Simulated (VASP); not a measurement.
# SnSe (Fm-3m) in VASP: further runs

The runs below take SnSe through single point, with PBEsol.

Everything below comes from runs of VASP 6.6.1. Logs are shortened: lines on timing, memory, paths and dates and some standing lists are left out, and cuts for length are marked.

## Step 1: The cell of the first run

The structure is cubic, space group Fm-3m (No. 225). The conventional cell has a = 5.897 Å, b = 5.897 Å, c = 5.897 Å, α = 90.00°, β = 90.00°, γ = 90.00°. Within 3.9 Å of Sn (site symmetry m-3m) lie 6 Se at 2.95 Å. Se (site symmetry m-3m) has 6 Sn at 2.95 Å within 3.9 Å.

## Step 2: Single point, PBEsol

INCAR

```
PREC = Accurate ; ENCUT = 520
EDIFF = 1E-6 ; ISMEAR = -1
SIGMA = 0.05 ; LREAL = F
LASPH = T ; NELM = 60
ALGO = Normal ; ISIF = 2
LWAVE = F ; LCHARG = F
GGA = PS ; NBANDS = 17
```

KPOINTS

```
regular mesh
0
Gamma
  8 8 8
```

POSCAR

```
SnSe
1.0
    0.0000000000      2.9485541872      2.9485541872
    2.9485541872      0.0000000000      2.9485541872
    2.9485541872      2.9485541872      0.0000000000
Sn Se
1 1
Direct
    0.0000000000      0.0000000000      0.0000000000
    0.5000000000      0.5000000000      0.5000000000
```

Potentials or basis: VASP PAW PBE potentials, release 64 (Sn_d, Se).

Run with:

```sh
> cat potpaw_PBE.64/Sn_d/POTCAR potpaw_PBE.64/Se/POTCAR > POTCAR
> mpirun -np 1 vasp_std > vasp.out
```

OUTCAR:

```text
PREC = Accurate
   ENCUT = 520
   EDIFF = 1E-6
   ISMEAR = -1
   LREAL = F
   LASPH = T
   NELM = 60
   ISIF = 2
   GGA = PS

 ion  position               nearest neighbor table
   1  0.000  0.000  0.000-   2 2.95   2 2.95   2 2.95   2 2.95   2 2.95   2 2.95
   2  0.500  0.500  0.500-   1 2.95   1 2.95   1 2.95   1 2.95   1 2.95   1 2.95

  LATTYP: Found a face centered cubic cell.
 ALAT       =     5.8971083744

  Lattice vectors:

 A1 = (   0.0000000000,   2.9485541872,   2.9485541872)
 A2 = (   2.9485541872,   0.0000000000,   2.9485541872)
 A3 = (   2.9485541872,   2.9485541872,   0.0000000000)

Analysis of symmetry for initial positions (statically):
=====================================================================
 Subroutine PRICEL returns:
 Original cell was already a primitive cell.

 Routine SETGRP: Setting up the symmetry group for a
 face centered cubic supercell.

 Subroutine GETGRP returns: Found 48 space group operations
[... 9 lines left out ...]

 Routine SETGRP: Setting up the symmetry group for a
 face centered cubic supercell.

 Subroutine GETGRP returns: Found 48 space group operations
[... 11 lines left out ...]
                                     Primitive cell

  volume of cell :      51.2693

  direct lattice vectors                    reciprocal lattice vectors
     0.000000000  2.948554187  2.948554187    -0.169574635  0.169574635  0.169574635
     2.948554187  0.000000000  2.948554187     0.169574635 -0.169574635  0.169574635
     2.948554187  2.948554187  0.000000000     0.169574635  0.169574635 -0.169574635

  length of vectors
     4.169885321  4.169885321  4.169885321     0.293711883  0.293711883  0.293711883

  position of ions in fractional coordinates (direct lattice)
     0.000000000  0.000000000  0.000000000
     0.500000000  0.500000000  0.500000000

  ion indices of the primitive-cell ions
   primitive index   ion index
                 1           1
                 2           2

----------------------------------------------------------------------------------------

 KPOINTS: regular mesh

Automatic generation of k-mesh.
 Grid dimensions read from file:
 generate k-points for:    8    8    8

 Generating k-lattice:

  Cartesian coordinates                     Fractional coordinates (reciprocal lattice)
    -0.021196829  0.021196829  0.021196829     0.125000000  0.000000000  0.000000000
     0.021196829 -0.021196829  0.021196829     0.000000000  0.125000000  0.000000000
     0.021196829  0.021196829 -0.021196829     0.000000000  0.000000000  0.125000000

  Length of vectors
     0.036713985  0.036713985  0.036713985

  Shift w.r.t. Gamma in fractional coordinates (k-lattice)
     0.000000000  0.000000000  0.000000000

 Subroutine IBZKPT returns following result:
 ===========================================

 Found     29 irreducible k-points:

 Following reciprocal coordinates:
            Coordinates               Weight
  0.000000  0.000000  0.000000      1.000000
  0.125000  0.000000  0.000000      8.000000
  0.250000  0.000000  0.000000      8.000000
  0.375000  0.000000  0.000000      8.000000
  0.500000  0.000000  0.000000      4.000000
  0.125000  0.125000  0.000000      6.000000
[... 16 lines left out ...]
  0.500000  0.250000  0.125000     48.000000
 -0.375000  0.250000  0.125000     24.000000
 [... further k-points ...]
   k-points           NKPTS =     29   k-points in BZ     NKDIM =     29   number of bands    NBANDS=     17
   number of dos      NEDOS =    301   number of ions     NIONS =      2
   total plane-waves  NPLWV =  32768
   dimension x,y,z NGX =    32 NGY =   32 NGZ =   32
   dimension x,y,z NGXF=    64 NGYF=   64 NGZF=   64
   ions per type =               1   1
   NGX,Y,Z   is equivalent  to a cutoff of  12.76, 12.76, 12.76 a.u.
   NGXF,Y,Z  is equivalent  to a cutoff of  25.52, 25.52, 25.52 a.u.
 SYSTEM =  unknown system
   PREC   = accura    normal or accurate (medium, high low for compatibility)
   ISTART =      0    job   : 0-new  1-cont  2-samecut
   ICHARG =      2    charge: 1-file 2-atom 10-const
   ISPIN  =      1    spin polarized calculation?
   LNONCOLLINEAR =      F non collinear calculations
   LSORBIT =      F    spin-orbit coupling
   LASPH  =      T    aspherical Exc in radial PAW
   ENCUT  =  520.0 eV  38.22 Ry    6.18 a.u.   7.75  7.75  7.75*2*pi/ulx,y,z
   NELM   =     60;   NELMIN=  2; NELMDL= -5     # of ELM steps
   EDIFF  = 0.1E-05   stopping-criterion for ELM
   LREAL  =      F    real-space projection
   EDIFFG = 0.1E-04   stopping-criterion for IOM
   NSW    =      0    number of steps for IOM
   IBRION =     -1    ionic relax: 0-MD 1-quasi-New 2-CG
   NFREE  =      0    steps in history (QN), initial steepest desc. (CG)
   ISIF   =      2    stress and relaxation
   ISYM   =      2    0-nonsym 1-usesym 2-fastsym
   POTIM  = 0.5000    time-step for ionic-motion
   TEBEG  =    0.0;   TEEND  =   0.0 temperature during run
   PSTRESS=    0.0 pullay stress
   NELECT =      20.0000    total number of electrons
   NUPDOWN=      -1.0000    fix difference up-down
   EMIN   =  10.00;   EMAX   =-10.00  energy-range for DOS
   EFERMI =   0.00;   METHOD = LEGACY
   ISMEAR =    -1;   SIGMA  =   0.05  broadening in eV -4-tet -1-fermi 0-gaus
   EFERMI_NEDOS =   21; number of points for ismear=-14 and -15
   IALGO  =     38    algorithm
   IMIX   =      4    mixing-type and parameters
     AMIX     =   0.40;   BMIX     =  1.00
     AMIX_MAG =   1.60;   BMIX_MAG =  1.00
  volume/ion in A,a.u.               =      25.63       172.99
  Fermi-wavevector in a.u.,A,eV,Ry     =   1.196187  2.260466 19.468075  1.430863
  Thomas-Fermi vector in A             =   2.332134
   LORBIT       =      0    0 simple, 1 ext, 2 COOP (PROOUT), +10 PAW based schemes
   GGA     = PS    functional components
   LHFCALC =     F    Hartree Fock is set to
   AEXX    =    0.0000 exact exchange contribution
   IVDW    =     0    specifies the selected vdW correction
   LEPSILON=     F    determine dielectric tensor
   LRPA    =     F    only Hartree local field effects (RPA)
 non-spin polarized calculation
  energy-cutoff  :      520.00
  volume of cell :       51.27
 maximum number of plane-waves:      1411
   NGX = 15   NGY = 15   NGZ = 15

 number of electron      19.9999999 magnetization

 Free energy of the ion-electron system (eV)
  ---------------------------------------------------
  ext. energy  EPLUGINS =         0.00000000
  ---------------------------------------------------
  free energy    TOTEN  =        -8.97942363 eV

  energy without entropy =       -8.97938017  energy(sigma->0) =       -8.97940190

 E-fermi :   6.4220     XC(G=0): -10.0581

 val. band max:        6.0381022060   @ k =  -0.2500   0.1250   0.0000
 cond. band min:       6.8000888057   @ k =  -0.3750   0.1250   0.0000
 fundamental gap:      0.7619865997
 Fermi energy:         6.4220413391

 k-point     1 :       0.0000    0.0000    0.0000
  band No.  band energies     occupation
      1     -15.3340      2.00000
      2     -15.3340      2.00000
      3     -15.3317      2.00000
      4     -15.3317      2.00000
      5     -15.3317      2.00000
      6      -8.1690      2.00000
[... 9 lines left out ...]
     16      11.8763      0.00000
     17      14.1139      0.00000

 k-point     2 :       0.1250    0.0000    0.0000
  band No.  band energies     occupation
      1     -15.3353      2.00000
      2     -15.3353      2.00000
      3     -15.3313      2.00000
      4     -15.3295      2.00000
      5     -15.3295      2.00000
      6      -8.0457      2.00000
[... 9 lines left out ...]
     16      12.2750      0.00000
     17      15.4052      0.00000

 k-point     3 :       0.2500    0.0000    0.0000
  band No.  band energies     occupation
      1     -15.3392      2.00000
      2     -15.3392      2.00000
      3     -15.3302      2.00000
      4     -15.3234      2.00000
      5     -15.3234      2.00000
      6      -7.7101      2.00000
[... 9 lines left out ...]
     16      13.2808      0.00000
     17      17.7718      0.00000

 k-point     4 :       0.3750    0.0000    0.0000
  band No.  band energies     occupation
      1     -15.3431      2.00000
      2     -15.3431      2.00000
      3     -15.3293      2.00000
      4     -15.3174      2.00000
      5     -15.3174      2.00000
      6      -7.2956      2.00000
[... 9 lines left out ...]
     16      14.8219      0.00000
     17      17.8635      0.00000

 k-point     5 :       0.5000    0.0000    0.0000
  band No.  band energies     occupation
      1     -15.3447      2.00000
      2     -15.3447      2.00000
      3     -15.3289      2.00000
      4     -15.3148      2.00000
      5     -15.3148      2.00000
      6      -7.0868      2.00000
[... 9 lines left out ...]
     16      16.4023      0.00000
     17      16.4561      0.00000

 k-point     6 :       0.1250    0.1250    0.0000
  band No.  band energies     occupation
      1     -15.3381      2.00000
      2     -15.3330      2.00000
      3     -15.3325      2.00000
      4     -15.3284      2.00000
      5     -15.3284      2.00000
      6      -8.0041      2.00000
[... 9 lines left out ...]
     16      13.0250      0.00000
     17      14.5662      0.00000
[... 281 lines left out ...]
 k-point    21 :       0.5000    0.5000    0.0000
  band No.  band energies     occupation
      1     -15.3750      2.00000
      2     -15.3407      2.00000
      3     -15.3238      2.00000
      4     -15.3082      2.00000
      5     -15.3082      2.00000
      6      -6.7423      2.00000
[... 9 lines left out ...]
     16      18.2777      0.00000
     17      18.9257      0.00000

 k-point    22 :       0.3750    0.2500    0.1250
  band No.  band energies     occupation
      1     -15.3481      2.00000
      2     -15.3343      2.00000
      3     -15.3326      2.00000
      4     -15.3205      2.00000
      5     -15.3185      2.00000
      6      -7.4369      2.00000
[... 9 lines left out ...]
     16      15.6769      0.00000
     17      15.8881      0.00000

 k-point    23 :       0.5000    0.2500    0.1250
  band No.  band energies     occupation
      1     -15.3518      2.00000
      2     -15.3370      2.00000
      3     -15.3290      2.00000
      4     -15.3186      2.00000
      5     -15.3152      2.00000
      6      -7.0798      2.00000
[... 9 lines left out ...]
     16      15.9360      0.00000
     17      17.4636      0.00000

 k-point    24 :      -0.3750    0.2500    0.1250
  band No.  band energies     occupation
      1     -15.3530      2.00000
      2     -15.3385      2.00000
      3     -15.3255      2.00000
      4     -15.3203      2.00000
      5     -15.3132      2.00000
      6      -6.9079      2.00000
[... 9 lines left out ...]
     16      17.0539      0.00000
     17      17.1285      0.00000

 [... further k-points ...]
[... 5 lines left out ...]
  --------------------------------------------------------------------------------------
  -------------------------------------------------------------------------------------
  Total        0.4719026      0.4719026      0.4719026     -0.0000000      0.0000000      0.0000000
  in kB       14.7470654     14.7470654     14.7470654     -0.0000000      0.0000000      0.0000000
  external PRESSURE =      14.7470654 kB  Pullay stress =       0.0000000 kB

 VOLUME and BASIS-vectors are now :
 -----------------------------------------------------------------------------
  energy-cutoff  :      520.00
  volume of cell :       51.27
      direct lattice vectors                 reciprocal lattice vectors
     0.000000000  2.948554187  2.948554187    -0.169574635  0.169574635  0.169574635
     2.948554187  0.000000000  2.948554187     0.169574635 -0.169574635  0.169574635
     2.948554187  2.948554187  0.000000000     0.169574635  0.169574635 -0.169574635

 POSITION                                       TOTAL-FORCE (eV/Angst)
 -----------------------------------------------------------------------------------
      0.00000      0.00000      0.00000        -0.000000     -0.000000     -0.000000
      2.94855      2.94855      2.94855         0.000000      0.000000      0.000000
 -----------------------------------------------------------------------------------
    total drift:                                0.000000     -0.000000     -0.000000

  FREE ENERGIE OF THE ION-ELECTRON SYSTEM (eV)
  ---------------------------------------------------
  free  energy   TOTEN  =        -8.9794236276 eV

  energy  without entropy=       -8.9793801667  energy(sigma->0) =       -8.97940190
```

Run time: 13 s. Hardware: 1 thread of AMD EPYC 9R45 (Zen 5), shared host; peak memory 0.15 GiB.

What came out:

```yaml
Free_energy: -8.9794 eV
Pressure: 1.5 GPa
Band_gap_on_the_k_mesh: 0.76 eV, indirect (least direct gap 0.92 eV)
```

Caveat: the PAW data sets were made with another functional, which shifts forces and pressure a little; spin-orbit coupling is left out, which moves the levels of the heavy elements.

(Part 1 of 2 ends here.)
